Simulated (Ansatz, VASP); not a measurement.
**One calculation of SnO, two programs**

The input INCAR:

```
SYSTEM = SnO
PREC     = Accurate       ! precision mode
ENCUT    = 520            ! plane-wave cutoff, eV
EDIFF    = 1E-6           ! SCF threshold, eV
ISMEAR   = -1             ! smearing method
SIGMA    = 0.02           ! smearing width, eV
LREAL    = .FALSE.        ! projectors in reciprocal space
LASPH    = .TRUE.         ! aspherical terms in the spheres
NELM     = 100            ! most SCF steps
ALGO     = Normal         ! electronic algorithm
ISIF     = 2              ! what is computed and relaxed
LWAVE    = .FALSE.        ! write WAVECAR
LCHARG   = .FALSE.        ! write CHGCAR
GGA      = PE             ! functional
NBANDS   = 17             ! bands
```

KPOINTS

```
Automatic mesh
0
G
  8 8 8
  0 0 0
```

The input POSCAR:

```
SnO
1.0
    0.0000000000      2.5369732568      2.5669095413
    2.5369732568      0.0000000000      2.5669095413
    2.5369732568      2.5369732568      0.0000000000
Sn O
1 1
Direct
    0.0000000000      0.0000000000      0.0000000000
    0.5000000000      0.5000000000      0.5000000000
```

Input for Ansatz:

```yaml
crystal:
  lattice:
    - [0.0, 2.5369732568, 2.5669095413]
    - [2.5369732568, 0.0, 2.5669095413]
    - [2.5369732568, 2.5369732568, 0.0]
  atoms:
    - { symbol: Sn, position: [0.0, 0.0, 0.0] }
    - { symbol: O, position: [0.5, 0.5, 0.5] }
kpoints:
  mp_grid: { grid: [8, 8, 8] }
  band_path:
    path:
      - [0.0, 0.0, 0.0]
      - [0.5, 0.0, 0.5]
      - [0.625, 0.25, 0.625]
      - [0.375, 0.375, 0.75]
      - [0.5, 0.5, 0.5]
      - [0.5, 0.25, 0.75]
      - [0.5, 0.425, 0.575]
      - [0.134766, 0.143066, -0.434733]
      - [0.059896, -0.419271, 0.153646]
    npoints: 1
hamiltonian:
  xc: pbe
scf:
  occupations: { method: fermi_dirac, width: 0.02 }
  n_extra_bands: 4
output:
  forces: true
  stress: true
  eigenvalues: true
  write_density: true
  write_potential: true
  elf: true
  volumetric_format: npy
```

Change from the starting cell: uniaxial_z strain +1.2%.

Alike in both runs: task single point; functional PBE; k mesh 8 × 8 × 8; occupations fermi-dirac, width 0.02 eV; no spin polarisation.

```csv
,VASP,Ansatz
version,VASP 6.6.1,Ansatz 0.2.0
potentials or method,"VASP PAW PBE potentials, release 64 (Sn_d, O)","plane waves, PAW"
plane-wave cutoff (eV),520,420
valence electrons in the cell,20,20
```

|  | VASP | Ansatz | Ansatz less VASP |
| --- | --- | --- | --- |
| gap on the k mesh at the Fermi level (eV) | 0.85 | 0.85 | +0.002 |
| pressure (GPa) | 1.2 | 1.3 | +0.08 |
| traceless stress, the component that is largest in VASP (GPa) | -0.61 | -0.60 | +0.009 |

The functional is the same, so the differences come from potentials, cutoffs and numerics.
